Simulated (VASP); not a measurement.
# Sn3Te (Pm-3m) in VASP: further runs, part 2 of 2

VASP 6.6.1.

**3. Single point, PBEsol**

This run uses another cell than the first one, of 27.36 Å³/atom.

INCAR reads:

```
ALGO = Normal
EDIFF = 1E-7
ENCUT = 520
GGA = PS
ISIF = 2
ISMEAR = -1
LASPH = True
LCHARG = False
LREAL = False
LWAVE = False
NBANDS = 32
NELM = 60
PREC = Accurate
SIGMA = 0.05
```

KPOINTS reads:

```
k-points
0
Gamma
  6 6 6
```

POSCAR reads:

```
Sn3Te
1.0
    4.7831915686      0.0000000000      0.0000000000
    0.0000000000      4.7831915686      0.0000000000
    0.0000000000      0.0000000000      4.7831915686
Te Sn
1 3
Direct
    0.0000000000      0.0000000000      0.0000000000
    0.0000000000      0.5000000000      0.5000000000
    0.5000000000      0.0000000000      0.5000000000
    0.5000000000      0.5000000000      0.0000000000
```

Potentials or basis: VASP PAW PBE potentials, release 64 (Te, Sn_d).

The run is started by

```console
$ cat potpaw_PBE.64/Te/POTCAR potpaw_PBE.64/Sn_d/POTCAR > POTCAR
$ mpirun -np 1 vasp_std > vasp.out
```

OUTCAR:

```text
EDIFF = 1E-7
   ENCUT = 520
   GGA = PS
   ISIF = 2
   ISMEAR = -1
   LASPH = True
   LREAL = False
   NELM = 60
   PREC = Accurate

 ion  position               nearest neighbor table
   1  0.000  0.000  0.000-   2 3.38   3 3.38   4 3.38   2 3.38   3 3.38   2 3.38   4 3.38   2 3.38
                             3 3.38   4 3.38   3 3.38   4 3.38
   2  0.000  0.500  0.500-   1 3.38   3 3.38   4 3.38   1 3.38   4 3.38   1 3.38   3 3.38   1 3.38
                             3 3.38   4 3.38   4 3.38   3 3.38
   3  0.500  0.000  0.500-   1 3.38   2 3.38   4 3.38   1 3.38   4 3.38   2 3.38   4 3.38   4 3.38
                             1 3.38   2 3.38   1 3.38   2 3.38
   4  0.500  0.500  0.000-   1 3.38   2 3.38   3 3.38   2 3.38   3 3.38   1 3.38   3 3.38   3 3.38
                             1 3.38   2 3.38   2 3.38   1 3.38

  LATTYP: Found a simple cubic cell.
 ALAT       =     4.7831915686

  Lattice vectors:

 A1 = (   4.7831915686,   0.0000000000,   0.0000000000)
 A2 = (   0.0000000000,   4.7831915686,   0.0000000000)
 A3 = (   0.0000000000,   0.0000000000,   4.7831915686)

Analysis of symmetry for initial positions (statically):
=====================================================================
 Subroutine PRICEL returns:
 Original cell was already a primitive cell.

 Routine SETGRP: Setting up the symmetry group for a
 simple cubic supercell.

 Subroutine GETGRP returns: Found 48 space group operations
 (whereof 48 operations were pure point group operations)
 out of a pool of 48 trial point group operations.

The static configuration has the point symmetry O_h .

Analysis of symmetry for dynamics (positions and initial velocities):
=====================================================================
 Subroutine PRICEL returns:
 Original cell was already a primitive cell.

 Routine SETGRP: Setting up the symmetry group for a
 simple cubic supercell.

 Subroutine GETGRP returns: Found 48 space group operations
 (whereof 48 operations were pure point group operations)
 out of a pool of 48 trial point group operations.

The dynamic configuration has the point symmetry O_h .

 Subroutine INISYM returns: Found 48 space group operations
 (whereof 48 operations are pure point group operations),
 and found     1 'primitive' translations

----------------------------------------------------------------------------------------

                                     Primitive cell

  volume of cell :     109.4343

  direct lattice vectors                    reciprocal lattice vectors
     4.783191569  0.000000000  0.000000000     0.209065430  0.000000000  0.000000000
     0.000000000  4.783191569  0.000000000     0.000000000  0.209065430  0.000000000
     0.000000000  0.000000000  4.783191569     0.000000000  0.000000000  0.209065430

  length of vectors
     4.783191569  4.783191569  4.783191569     0.209065430  0.209065430  0.209065430

  position of ions in fractional coordinates (direct lattice)
     0.000000000  0.000000000  0.000000000
     0.000000000  0.500000000  0.500000000
     0.500000000  0.000000000  0.500000000
     0.500000000  0.500000000  0.000000000

  ion indices of the primitive-cell ions
   primitive index   ion index
                 1           1
                 2           2
                 3           3
[... 25 lines left out ...]

 Found     20 irreducible k-points:

 Following reciprocal coordinates:
            Coordinates               Weight
  0.000000  0.000000  0.000000      1.000000
  0.166667  0.000000  0.000000      6.000000
  0.333333  0.000000  0.000000      6.000000
  0.500000  0.000000  0.000000      3.000000
  0.166667  0.166667  0.000000     12.000000
  0.333333  0.166667  0.000000     24.000000
[... 12 lines left out ...]
  0.500000  0.500000  0.333333      6.000000
  0.500000  0.500000  0.500000      1.000000
   k-points           NKPTS =     20   k-points in BZ     NKDIM =     20   number of bands    NBANDS=     32
   number of dos      NEDOS =    301   number of ions     NIONS =      4
   total plane-waves  NPLWV =  46656
   dimension x,y,z NGX =    36 NGY =   36 NGZ =   36
   dimension x,y,z NGXF=    72 NGYF=   72 NGZF=   72
   ions per type =               1   3
   NGX,Y,Z   is equivalent  to a cutoff of  12.51, 12.51, 12.51 a.u.
   NGXF,Y,Z  is equivalent  to a cutoff of  25.02, 25.02, 25.02 a.u.
 SYSTEM =  unknown system
   PREC   = accura    normal or accurate (medium, high low for compatibility)
   ISTART =      0    job   : 0-new  1-cont  2-samecut
   ICHARG =      2    charge: 1-file 2-atom 10-const
   ISPIN  =      1    spin polarized calculation?
   LNONCOLLINEAR =      F non collinear calculations
   LSORBIT =      F    spin-orbit coupling
   LASPH  =      T    aspherical Exc in radial PAW
   ENCUT  =  520.0 eV  38.22 Ry    6.18 a.u.   8.89  8.89  8.89*2*pi/ulx,y,z
   NELM   =     60;   NELMIN=  2; NELMDL= -5     # of ELM steps
   EDIFF  = 0.1E-06   stopping-criterion for ELM
   LREAL  =      F    real-space projection
   EDIFFG = 0.1E-05   stopping-criterion for IOM
   NSW    =      0    number of steps for IOM
   IBRION =     -1    ionic relax: 0-MD 1-quasi-New 2-CG
   NFREE  =      0    steps in history (QN), initial steepest desc. (CG)
   ISIF   =      2    stress and relaxation
   ISYM   =      2    0-nonsym 1-usesym 2-fastsym
   POTIM  = 0.5000    time-step for ionic-motion
   TEBEG  =    0.0;   TEEND  =   0.0 temperature during run
   PSTRESS=    0.0 pullay stress
   NELECT =      48.0000    total number of electrons
   NUPDOWN=      -1.0000    fix difference up-down
   EMIN   =  10.00;   EMAX   =-10.00  energy-range for DOS
   EFERMI =   0.00;   METHOD = LEGACY
   ISMEAR =    -1;   SIGMA  =   0.05  broadening in eV -4-tet -1-fermi 0-gaus
   EFERMI_NEDOS =   21; number of points for ismear=-14 and -15
   IALGO  =     38    algorithm
   IMIX   =      4    mixing-type and parameters
     AMIX     =   0.40;   BMIX     =  1.00
     AMIX_MAG =   1.60;   BMIX_MAG =  1.00
  volume/ion in A,a.u.               =      27.36       184.62
  Fermi-wavevector in a.u.,A,eV,Ry     =   1.243858  2.350551 21.050699  1.547183
  Thomas-Fermi vector in A             =   2.378150
   LORBIT       =      0    0 simple, 1 ext, 2 COOP (PROOUT), +10 PAW based schemes
   GGA     = PS    functional components
   LHFCALC =     F    Hartree Fock is set to
   AEXX    =    0.0000 exact exchange contribution
   IVDW    =     0    specifies the selected vdW correction
   LEPSILON=     F    determine dielectric tensor
   LRPA    =     F    only Hartree local field effects (RPA)
 non-spin polarized calculation
  energy-cutoff  :      520.00
  volume of cell :      109.43
 maximum number of plane-waves:      3016
 NGX is ok and might be reduce to    36
   NGX = 17   NGY = 17   NGZ = 17

 number of electron      48.0000044 magnetization

 Free energy of the ion-electron system (eV)
  ---------------------------------------------------
  ext. energy  EPLUGINS =         0.00000000
  ---------------------------------------------------
  free energy    TOTEN  =       -16.12321141 eV

  energy without entropy =      -16.09693135  energy(sigma->0) =      -16.11007138

 E-fermi :   8.0772     XC(G=0): -10.4367

 val. band max:        8.0649824330   @ k =   0.3333   0.0000   0.0000
 cond. band min:       8.1050843496   @ k =   0.1667   0.0000   0.0000
 fundamental gap:      0.0401019166
 Fermi energy:         8.0771828269

 k-point     1 :       0.0000    0.0000    0.0000
  band No.  band energies     occupation
      1     -13.4529      2.00000
      2     -13.4529      2.00000
      3     -13.4529      2.00000
      4     -13.4206      2.00000
      5     -13.4206      2.00000
      6     -13.4115      2.00000
[... 689 lines left out ...]
     31      13.8249      0.00000
     32      16.1816      0.00000

------------------------ aborting loop because EDIFF is reached ----------------------------------------

  FORCE on cell =-STRESS in cart. coord.  units (eV):
  Direction    XX          YY          ZZ          XY          YZ          ZX
  --------------------------------------------------------------------------------------
  -------------------------------------------------------------------------------------
  Total       -0.0565106     -0.0565106     -0.0565106     -0.0000000     -0.0000000     -0.0000000
  in kB       -0.8273459     -0.8273459     -0.8273459     -0.0000000     -0.0000000     -0.0000000
  external PRESSURE =      -0.8273459 kB  Pullay stress =       0.0000000 kB

 VOLUME and BASIS-vectors are now :
 -----------------------------------------------------------------------------
  energy-cutoff  :      520.00
  volume of cell :      109.43
      direct lattice vectors                 reciprocal lattice vectors
     4.783191569  0.000000000  0.000000000     0.209065430  0.000000000  0.000000000
     0.000000000  4.783191569  0.000000000     0.000000000  0.209065430  0.000000000
     0.000000000  0.000000000  4.783191569     0.000000000  0.000000000  0.209065430

 POSITION                                       TOTAL-FORCE (eV/Angst)
 -----------------------------------------------------------------------------------
      0.00000      0.00000      0.00000         0.000000      0.000000      0.000000
      0.00000      2.39160      2.39160         0.000000      0.000000      0.000000
      2.39160      0.00000      2.39160         0.000000      0.000000      0.000000
      2.39160      2.39160      0.00000         0.000000      0.000000      0.000000
 -----------------------------------------------------------------------------------
    total drift:                                0.000000      0.000000      0.000000

  FREE ENERGIE OF THE ION-ELECTRON SYSTEM (eV)
  ---------------------------------------------------
  free  energy   TOTEN  =       -16.1232114100 eV

  energy  without entropy=      -16.0969313533  energy(sigma->0) =      -16.11007138
```

OSZICAR:

```text
N       E                     dE             d eps       ncg     rms          rms(c)
DAV:   1     0.444108936216E+03    0.44411E+03   -0.23274E+04  1312   0.214E+03
DAV:   2     0.411131461256E+02   -0.40300E+03   -0.39196E+03  1280   0.548E+02
DAV:   3    -0.137318057959E+02   -0.54845E+02   -0.52818E+02  1560   0.171E+02
DAV:   4    -0.161071315857E+02   -0.23753E+01   -0.23714E+01  1424   0.382E+01
DAV:   5    -0.161924351372E+02   -0.85304E-01   -0.85298E-01  1968   0.738E+00    0.769E+00
DAV:   6    -0.161395862877E+02    0.52849E-01   -0.68402E-02  1560   0.275E+00    0.467E+00
DAV:   7    -0.161242863707E+02    0.15300E-01   -0.68842E-02  1568   0.244E+00    0.321E-01
DAV:   8    -0.161231906479E+02    0.10957E-02   -0.12134E-02  1512   0.127E+00    0.178E-01
DAV:   9    -0.161232272100E+02   -0.36562E-04   -0.44289E-04  2024   0.153E-01    0.655E-02
DAV:  10    -0.161232120803E+02    0.15130E-04   -0.16754E-05  1728   0.351E-02    0.753E-03
DAV:  11    -0.161232116973E+02    0.38305E-06   -0.27517E-06  1568   0.177E-02    0.268E-03
DAV:  12    -0.161232114885E+02    0.20879E-06   -0.26824E-07  1304   0.379E-03    0.106E-03
DAV:  13    -0.161232114100E+02    0.78545E-07   -0.40287E-08   960   0.198E-03
   1 F= -.16123211E+02 E0= -.16110071E+02  d E =-.262801E-01
```

Run time: 24 s. Hardware: 1 thread of Intel Xeon 6975P-C (Granite Rapids), shared host; peak memory 0.23 GiB.

What came out:

```yaml
Free_energy: -16.1232 eV
Pressure: -0.1 GPa
Band_gap_on_the_k_mesh: zero (bands 24 and 25 overlap by 3.53 eV)
```

Caveat: the PAW data sets were made with another functional, which shifts forces and pressure a little; spin-orbit coupling is left out, which moves the levels of the heavy elements.

**4. Relaxation of cell and atoms, PBEsol**

This run uses another cell than the first one, of 28.80 Å³/atom.

INCAR reads:

```
PREC = Accurate ; ENCUT = 600
EDIFF = 1E-6 ; ISMEAR = -1
SIGMA = 0.05 ; LREAL = False
LASPH = True ; NELM = 60
ALGO = Normal ; ISIF = 3
LWAVE = False ; LCHARG = False
GGA = PS ; IBRION = 2
NSW = 80 ; EDIFFG = -0.01
```

KPOINTS reads:

```
Automatic mesh
0
Gamma
  6 6 6
```

POSCAR reads:

```
Sn3Te
1.0
    4.8656220000      0.0000000000      0.0000000000
    0.0000000000      4.8656220000      0.0000000000
    0.0000000000      0.0000000000      4.8656220000
Te Sn
1 3
Direct
    0.0000000000      0.0000000000      0.0000000000
    0.0000000000      0.5000000000      0.5000000000
    0.5000000000      0.0000000000      0.5000000000
    0.5000000000      0.5000000000      0.0000000000
```

The run is started by

```console
$ cat potpaw_PBE.64/Te/POTCAR potpaw_PBE.64/Sn_d/POTCAR > POTCAR
$ mpirun -np 1 vasp_std > vasp.out
```

It took 61 s on 1 thread of Intel Xeon 6975P-C (Granite Rapids), shared host; peak memory 0.29 GiB.

Results (log left out):

```
Free energy                           : -16.1244 eV
Relaxed volume                        : 27.34 Å³/atom
Relaxed cell                          : a = 4.782 Å, b = 4.782 Å, c = 4.782 Å, α = 90.00°, β = 90.00°, γ = 90.00°
Space group after relaxing (to 0.1 Å) : Pm-3m (No. 221)
Energy gained by relaxing             : 11.2 meV/atom
Ionic steps                           : 3
Pressure after relaxing               : 0.0 GPa
Band gap on the k mesh                : zero (bands 24 and 25 overlap by 3.53 eV)
```

The path:
```
step  energy change (eV)  largest force (eV/Å)  pressure (GPa)  volume (Å³)
   1              0.0000                0.0000           -2.37       115.19
   2             -0.0430                0.0000            0.53       108.23
   3             -0.0448                0.0000            0.01       109.36
```

Final structure:
```
Te Sn
1.0
     4.78207    0.00000    0.00000
     0.00000    4.78207    0.00000
     0.00000    0.00000    4.78207
Te Sn
1 3
Direct
  0.00000 0.00000 0.00000
  0.00000 0.50000 0.50000
  0.50000 0.00000 0.50000
  0.50000 0.50000 0.00000
```

Levels at points of the mesh, in eV from the Fermi level:
```tsv
k point	band 20	band 21	band 22	band 23	band 24	band 25	band 26	band 27	band 28
(0.00, 0.00, 0.00)	-4.43	-4.43	-4.43	0.45	0.45	0.45	1.99	1.99	1.99
(0.50, 0.00, 0.00)	-3.25	-3.25	-1.85	-1.85	-1.57	-0.46	2.09	2.36	2.50
(0.50, 0.50, 0.00)	-2.37	-1.97	-1.89	-1.89	-0.66	-0.16	-0.16	0.08	3.66
(0.50, 0.50, 0.50)	-5.47	-5.47	-5.47	-4.57	3.07	3.07	3.07	5.66	5.66
```

Caveat: the PAW data sets were made with another functional, which shifts forces and pressure a little; spin-orbit coupling is left out, which moves the levels of the heavy elements.

**5. Relaxation of cell and atoms, PBEsol, target pressure 5 GPa, at which the enthalpy is minimised**

This run uses another cell than the first one, of 28.80 Å³/atom.

INCAR: that of step 4 with these lines changed.

```diff
@@ -3,3 +3,3 @@
 SIGMA = 0.05 ; LREAL = False
-LASPH = True ; NELM = 60
+LASPH = True ; NELM = 80
 ALGO = Normal ; ISIF = 3
@@ -8 +8,2 @@
 NSW = 80 ; EDIFFG = -0.01
+PSTRESS = 50.0
```

KPOINTS reads:

```
regular mesh
0
Gamma
  6 6 6
```

POSCAR is that of step 4.

The run is started by

```console
$ cat potpaw_PBE.64/Te/POTCAR potpaw_PBE.64/Sn_d/POTCAR > POTCAR
$ mpirun -np 1 vasp_std > vasp.out
```

Run time: 69 s. Hardware: 1 thread of Intel Xeon 6975P-C (Granite Rapids), shared host; peak memory 0.29 GiB.

It converged, with:

- Free energy: -16.0023 eV
- Relaxed volume: 25.20 Å³/atom
- Relaxed cell: a = 4.654 Å, b = 4.654 Å, c = 4.654 Å, α = 90.00°, β = 90.00°, γ = 90.00°
- Space group after relaxing (to 0.1 Å): Pm-3m (No. 221)
- Energy change on relaxing (the run minimises the enthalpy): +19.3 meV/atom
- Ionic steps: 3
- Pressure after relaxing: 5.0 GPa
- Band gap on the k mesh: zero (bands 24 and 25 overlap by 4.10 eV)

The path:
```csv
step,energy change (eV),largest force (eV/Å),pressure (GPa),volume (Å³)
1,0.0000,0.0000,-2.37,115.19
2,0.3726,0.0000,10.36,94.48
3,0.0773,0.0000,4.96,100.79
```

Final structure:
```yaml
crystal:
  lattice:
    - [4.65372, 0.00000, 0.00000]
    - [0.00000, 4.65372, 0.00000]
    - [0.00000, 0.00000, 4.65372]
  atoms:
    - { symbol: Te, position: [0.00000, 0.00000, 0.00000] }
    - { symbol: Sn, position: [0.00000, 0.50000, 0.50000] }
    - { symbol: Sn, position: [0.50000, 0.00000, 0.50000] }
    - { symbol: Sn, position: [0.50000, 0.50000, 0.00000] }
```

Levels at points of the mesh, in eV from the Fermi level:
```csv
k point,band 21,band 22,band 23,band 24,band 25,band 26,band 27,band 28
"(0.00, 0.00, 0.00)",-4.84,-4.84,0.48,0.48,0.48,2.06,2.06,2.06
"(0.50, 0.00, 0.00)",-3.53,-2.10,-2.10,-1.70,-0.66,2.46,2.70,2.70
"(0.50, 0.50, 0.00)",-2.08,-1.84,-1.84,-0.61,-0.28,-0.28,0.00,4.02
"(0.50, 0.50, 0.50)",-5.98,-5.98,-5.03,3.44,3.44,3.44,6.13,6.13
```

Caveat: the cell is relaxed towards a set pressure, so the run minimises the enthalpy, not the energy; the PAW data sets were made with another functional, which shifts forces and pressure a little; spin-orbit coupling is left out, which moves the levels of the heavy elements.

**6. Relaxation of cell and atoms, PBEsol, target pressure 10 GPa, at which the enthalpy is minimised**

This run uses another cell than the first one, of 28.80 Å³/atom.

INCAR reads:

```
PREC     = Accurate       # precision mode
ENCUT    = 600            # plane-wave cutoff, eV
EDIFF    = 1E-6           # SCF threshold, eV
ISMEAR   = -1             # smearing method
SIGMA    = 0.05           # smearing width, eV
LREAL    = F              # projectors in reciprocal space
LASPH    = T              # aspherical terms in the spheres
NELM     = 60             # most SCF steps
ALGO     = Normal         # electronic algorithm
ISIF     = 3              # what is computed and relaxed
LWAVE    = F              # write WAVECAR
LCHARG   = F              # write CHGCAR
GGA      = PS             # functional
IBRION   = 2              # ionic algorithm
NSW      = 80             # ionic steps
EDIFFG   = -0.01          # ionic threshold
PSTRESS  = 100.0
```

KPOINTS reads:

```
Automatic mesh
0
Gamma
  6 6 6
```

POSCAR is that of step 5.

Potentials or basis: VASP PAW PBE potentials, release 64 (Te, Sn_d).

The run is started by

```console
$ cat potpaw_PBE.64/Te/POTCAR potpaw_PBE.64/Sn_d/POTCAR > POTCAR
$ mpirun -np 1 vasp_std > vasp.out
```

Run time: 85 s. Hardware: 1 thread of Intel Xeon 6975P-C (Granite Rapids), shared host; peak memory 0.29 GiB.

The run converged. Its results:

* Free energy: -15.7306 eV
* Relaxed volume: 23.71 Å³/atom
* Relaxed cell: a = 4.561 Å, b = 4.561 Å, c = 4.561 Å, α = 90.00°, β = 90.00°, γ = 90.00°
* Space group after relaxing (to 0.1 Å): Pm-3m (No. 221)
* Energy change on relaxing (the run minimises the enthalpy): +87.3 meV/atom
* Ionic steps: 4
* Pressure after relaxing: 10.0 GPa
* Band gap on the k mesh: zero (bands 24 and 25 overlap by 4.56 eV)

Step by step:
| step | energy change (eV) | largest force (eV/Å) | pressure (GPa) | volume (Å³) |
| --- | --- | --- | --- | --- |
| 1 | 0.0000 | 0.0000 | -2.37 | 115.19 |
| 2 | 1.8093 | 0.0000 | 28.47 | 81.96 |
| 3 | 0.3261 | 0.0000 | 9.65 | 95.23 |
| 4 | 0.3490 | 0.0000 | 10.02 | 94.86 |

Final structure:
```
Te Sn
1.0
     4.56059    0.00000    0.00000
     0.00000    4.56059    0.00000
     0.00000    0.00000    4.56059
Te Sn
1 3
Direct
  0.00000 0.00000 0.00000
  0.00000 0.50000 0.50000
  0.50000 0.00000 0.50000
  0.50000 0.50000 0.00000
```

Levels at points of the mesh, in eV from the Fermi level:
```csv
k point,band 22,band 23,band 24,band 25,band 26,band 27
"(0.00, 0.00, 0.00)",-4.88,0.51,0.51,0.51,2.13,2.13
"(0.50, 0.00, 0.00)",-2.28,-2.28,-1.79,-0.82,2.79,2.87
"(0.50, 0.50, 0.00)",-1.77,-1.77,-0.54,-0.37,-0.37,-0.05
"(0.50, 0.50, 0.50)",-6.37,-5.38,3.74,3.74,3.74,6.49
```

Caveat: the cell is relaxed towards a set pressure, so the run minimises the enthalpy, not the energy; the volume moved by over 15 % at a fixed basis, so the end points are rough; the PAW data sets were made with another functional, which shifts forces and pressure a little; spin-orbit coupling is left out, which moves the levels of the heavy elements.

**7. Overview**

```tsv
task	cell	cutoff (eV)	gap on the mesh (eV)	pressure (GPa)
single point	a = 4.652 Å, 4 atoms	520	none	4.9
single point	a = 4.783 Å, 4 atoms	520	none	-0.1
relaxation of cell and atoms	relaxed from a = 4.866 Å, 4 atoms	600	none	0.0
relaxation of cell and atoms	relaxed to 5 GPa from a = 4.866 Å, 4 atoms	600	none	5.0
relaxation of cell and atoms	relaxed to 10 GPa from a = 4.866 Å, 4 atoms	600	none	10.0
```

Alike in all rows: level PBEsol; potentials or basis VASP PAW PBE potentials, release 64 (Te, Sn_d); no spin polarisation; k mesh 6 × 6 × 6; smearing fermi-dirac 0.05 eV.

Caveats: the PAW data sets were made with another functional, which shifts forces and pressure a little; spin-orbit coupling is left out, which moves the levels of the heavy elements; the cell is relaxed towards a set pressure, so the run minimises the enthalpy, not the energy (at least some runs); the cell stands under pressure (at least some runs); the volume moved by over 15 % at a fixed basis, so the end points are rough (at least some runs).

Total energies depend on the potentials used, so only differences within one code and one set of settings carry meaning.
